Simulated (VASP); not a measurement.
Here is a VASP 6.6.1 calculation.

Contents of INCAR:

```
PREC = Accurate
ENCUT = 600
EDIFF = 1E-6
ISMEAR = 0
SIGMA = 0.05
LREAL = F
LASPH = T
NELM = 60
ALGO = Normal
ISIF = 4
LWAVE = F
LCHARG = F
GGA = PE
IBRION = 2
NSW = 60
EDIFFG = -0.01
```

KPOINTS

```
Automatic mesh
0
Gamma
  10 10 6
```

Contents of POSCAR:

```
Sb2Pt
1.0
    3.9747712701      0.0000000000      0.0000000000
   -1.9873856350      3.4422528941      0.0000000000
    0.0000000000      0.0000000000      5.1525053002
Pt Sb
1 2
Direct
    0.0000000000      0.0000000000      0.0000000000
    0.3333333333      0.6666666667      0.2698554118
    0.6666666667      0.3333333333      0.7301445882
```

Potentials or basis: VASP PAW PBE potentials, release 64 (Pt, Sb).

The run is started by

```console
$ cat potpaw_PBE.64/Pt/POTCAR potpaw_PBE.64/Sb/POTCAR > POTCAR
$ mpirun -np 1 vasp_std > vasp.out
```

Q: What does it give for the band gap on the k mesh?

A: Zero (bands 10 and 11 overlap by 3.55 eV).

Final structure:
```
CELL_PARAMETERS angstrom
3.93769 0.00000 0.00000
-1.96885 3.41014 0.00000
0.00000 0.00000 5.25000
ATOMIC_POSITIONS crystal
Pt 0.00000 0.00000 0.00000
Sb 0.33333 0.66667 0.27612
Sb 0.66667 0.33333 0.72388
```

Caveat: spin-orbit coupling is left out, which moves the levels of the heavy elements.
